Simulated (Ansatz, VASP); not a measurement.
# Two plane-wave programs on Mg5NiS6

INCAR

```
PREC     = Accurate       # precision mode
ENCUT    = 600            # plane-wave cutoff, eV
EDIFF    = 1E-7           # SCF threshold, eV
ISMEAR   = 0              # smearing method
SIGMA    = 0.1            # smearing width, eV
LREAL    = F              # projectors in reciprocal space
LASPH    = T              # aspherical terms in the spheres
NELM     = 200            # most SCF steps
ALGO     = Normal         # electronic algorithm
ISIF     = 3              # what is computed and relaxed
LWAVE    = F              # write WAVECAR
LCHARG   = F              # write CHGCAR
ISPIN    = 2              # spin polarisation
MAGMOM   = 0 0 0 0 0 1.45 0.22 0.22 0 0 0 0 # initial moments
LORBIT   = 11             # projections on sites
LMAXMIX  = 4              # l up to which the mixer works
GGA      = PE             # functional
IBRION   = 2              # ionic algorithm
NSW      = 80             # ionic steps
EDIFFG   = -0.025         # ionic threshold
GGA_COMPAT= F            
NELMIN   = 4            
KPAR     = 4
```

KPOINTS

```
Automatic mesh
0
Gamma
  6 6 1
```

POSCAR

```
Mg5NiS6
1.0
    3.6567961122     -0.0758102406     -0.0666688842
   -1.8940516503      3.1886031417      0.0344313186
   -0.3238542520      0.0061525271     17.7442086220
Mg Ni S
5 1 6
Direct
    0.3377638177      0.7268511707      0.8432303713
    0.7136922875      0.3481875508      0.6673521574
   -0.0587360226     -0.0060831015      0.4894319556
    0.3746571839      0.7671228948      0.3268893019
    0.7092739359      0.3673035760      0.1715124574
    0.0124630604     -0.0460640599     -0.0048049188
    0.6805152694      0.3437660340      0.9240443330
    0.3188138101      0.6419806816      0.0617255457
    0.0317805602      0.0147504919      0.7707158736
    0.3341117591      0.6590405625      0.5956257290
    0.5945484182      0.2917538683      0.4107018973
   -0.0488840799     -0.1086096692      0.2435752967
```

Input for Ansatz:

```yaml
crystal:
  lattice:
    - [3.6567961122, -0.0758102406, -0.0666688842]
    - [-1.8940516503, 3.1886031417, 0.0344313186]
    - [-0.323854252, 0.0061525271, 17.744208622]
  atoms:
    - { symbol: Mg, position: [0.3377638177, 0.7268511707, 0.8432303713] }
    - { symbol: Mg, position: [0.7136922875, 0.3481875508, 0.6673521574] }
    - { symbol: Mg, position: [-0.0587360226, -0.0060831015, 0.4894319556] }
    - { symbol: Mg, position: [0.3746571839, 0.7671228948, 0.3268893019] }
    - { symbol: Mg, position: [0.7092739359, 0.367303576, 0.1715124574] }
    - { symbol: Ni, position: [0.0124630604, -0.0460640599, -0.0048049188], spin: 1.45 }
    - { symbol: S, position: [0.6805152694, 0.343766034, 0.924044333], spin: 0.22 }
    - { symbol: S, position: [0.3188138101, 0.6419806816, 0.0617255457], spin: 0.22 }
    - { symbol: S, position: [0.0317805602, 0.0147504919, 0.7707158736] }
    - { symbol: S, position: [0.3341117591, 0.6590405625, 0.595625729] }
    - { symbol: S, position: [0.5945484182, 0.2917538683, 0.4107018973] }
    - { symbol: S, position: [-0.0488840799, -0.1086096692, 0.2435752967] }
basis:
  ecutwfc: 420
kpoints:
  mp_grid: { grid: [6, 6, 1] }
hamiltonian:
  xc: pbe
scf:
  occupations: { method: gaussian, width: 0.1 }
  lower_state_search: "off"
output:
  forces: true
  stress: true
  eigenvalues: true
  populations: true
magnetization:
  spin_polarized: true
relax:
  adjacent_minimum: "off"
  f_tol: 0.025
  max_steps: 60
  cell: { stress_tol: 0.25 }
```

Change from the starting cell: cell x1, atoms moved at random (sigma 0.15 Å) and cell strained at random (1.5 %), then relaxed without symmetry.

Alike in both runs: task relaxation of cell and atoms; functional PBE; k mesh 6 × 6 × 1; occupations gaussian, width 0.1 eV; collinear spin.

```csv
,VASP,Ansatz
version,VASP 6.6.1,Ansatz 0.2.0
potentials or method,"VASP PAW PBE potentials, release 64 (Mg, Ni, S), cutoff 600 eV","scalar-relativistic, plane waves, PAW"
valence electrons in the cell,56,104
```

|  | VASP | Ansatz | Ansatz less VASP |
| --- | --- | --- | --- |
| gap on the k mesh at the Fermi level, each at its own relaxed structure (eV) | 0.43 | 0.46 | +0.032 |
| net moment per atom (μB) | 0.17 | 0.17 | 0.000 |
| size of the moment on the site where the two differ most (μB) | 1.29 | 1.32 | +0.030 |
| relaxed volume (Å³/atom) | 17.19 | 17.24 | +0.048 |
| relaxed cell length with the largest relative difference (Å) | 3.659 | 3.663 | +0.0040 |

Site moments also hang on the region over which each program counts them. VASP's potentials hold 56 valence electrons a cell and Ansatz's 104, so a difference there can come from the potentials and not from the codes.
